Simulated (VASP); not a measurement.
## GaP: single point with r2SCAN

GaP:

```xyz
2
Lattice="0.0000 2.6162 2.9433 2.6162 0.0000 2.9433 2.6162 2.6162 0.0000" Properties=species:S:1:pos:R:3 pbc="T T T"
Ga    0.0000    0.0000    0.0000
P     3.9244    3.9244    4.4149
```

This cell differs from its parent crystal: strain -0.040 along x and y, +0.080 along z.

```json
{
 "Program": "VASP 6.6.1",
 "Task": "single point",
 "Functional": "r2SCAN",
 "Potentials or basis": "VASP PAW PBE potentials, release 64 (Ga_d, P)",
 "Cutoff": "520 eV",
 "k mesh": "8 × 8 × 8",
 "Occupations": "gaussian, width 0.05 eV",
 "Spin": "no spin polarisation"
}
```

```json
{"Pressure": "0.2 GPa", "Band gap on the k mesh": "1.29 eV, indirect (least direct gap 1.96 eV)"}
```

Stress tensor (GPa, compression positive):
```
 4.07  0.00  0.00
 0.00  4.07  0.00
 0.00  0.00 -7.67
```

Levels at points of the mesh, in eV from the valence-band top:
```
           k point  band 7  band 8  band 9  band 10  band 11  band 12
(0.00, 0.00, 0.00)   -0.85    0.00    0.00     1.96     3.91     3.91
(0.50, 0.00, 0.00)   -7.12   -1.98   -0.88     1.43     4.75     5.28
(0.50, 0.50, 0.00)   -7.77   -2.47   -2.47     2.28     2.64    10.91
(0.50, 0.00, 0.50)   -6.95   -3.35   -3.28     1.37     1.46    10.19
```

Wall time 2 min on 1 thread of Intel(R) Xeon(R) Platinum 8488C (Sapphire Rapids), on a shared host, peak memory 0.18 GiB.

Caveat: the cell differs from its parent crystal (strain -0.040 along x and y, +0.080 along z); the PAW data sets were made with another functional, which shifts forces and pressure a little. A k mesh can miss the band edges.
